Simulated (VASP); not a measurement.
Write the native input for VASP 6.6.1 that does the following.

```
Task                   : single point
Functional             : PBE
Potentials or basis    : VASP PAW PBE potentials, release 64 (Ga_d, Ge_d, Se)
Cutoff                 : 520 eV
k mesh                 : 4 × 4 × 2
Occupations            : gaussian, width 0.1 eV
Spin                   : no spin polarisation
Dipole correction      : no
Further INCAR settings : ALGO = Normal; EDIFF = 1e-07; NBANDS = 38
```

The structure of Ga2GeSe3 lies in POSCAR:

```
Ga2GeSe3
1.0
    3.7981330920      0.0000000000      0.0000000000
    0.0000000000      3.7981330920      0.0000000000
    0.0000000000      0.0000000000     10.3804023375
Ga Ge Se
2 1 3
Direct
    0.5000000000      0.0000000000      0.3917617251
    0.0000000000      0.5000000000      0.6082382749
    0.0000000000      0.0000000000      0.0000000000
    0.5000000000      0.0000000000      0.6476172343
    0.0000000000      0.5000000000      0.3523827657
    0.5000000000      0.5000000000      0.0000000000
```

The cell was built from a structure type or drawn by symmetry, and may not be a known phase.

These files were run (other wordings do the same):

INCAR

```
PREC     = Accurate       # precision mode
ENCUT    = 520            # plane-wave cutoff, eV
EDIFF    = 1E-7           # SCF threshold, eV
ISMEAR   = 0              # smearing method
SIGMA    = 0.1            # smearing width, eV
LREAL    = False          # projectors in reciprocal space
LASPH    = True           # aspherical terms in the spheres
NELM     = 60             # most SCF steps
ALGO     = Normal         # electronic algorithm
ISIF     = 2              # what is computed and relaxed
LWAVE    = False          # write WAVECAR
LCHARG   = True           # write CHGCAR
GGA      = PE             # functional
LELF     = True           # ELF
LVHAR    = True         
NBANDS   = 38             # bands
```

KPOINTS

```
Automatic mesh
0
Gamma
  4 4 2
```

Potentials or basis: VASP PAW PBE potentials, release 64 (Ga_d, Ge_d, Se).

The run is started by

```bash
$ cat potpaw_PBE.64/Ga_d/POTCAR potpaw_PBE.64/Ge_d/POTCAR potpaw_PBE.64/Se/POTCAR > POTCAR
$ mpirun -np 1 vasp_std > vasp.out
```

It gave:

| Quantity | Value |
| --- | --- |
| Pressure | 0.1 GPa |
| Largest force | 0.003 eV/Å |
| Band gap on the k mesh | zero (bands 29 and 30 overlap by 2.08 eV) |

Caveat: the k points lie up to 0.41 Å⁻¹ apart, too coarse for converged energies and pressures of a metal.

Wall time 2.2 min on 1 thread of Intel Xeon 8259CL, on a shared host, peak memory 0.28 GiB.
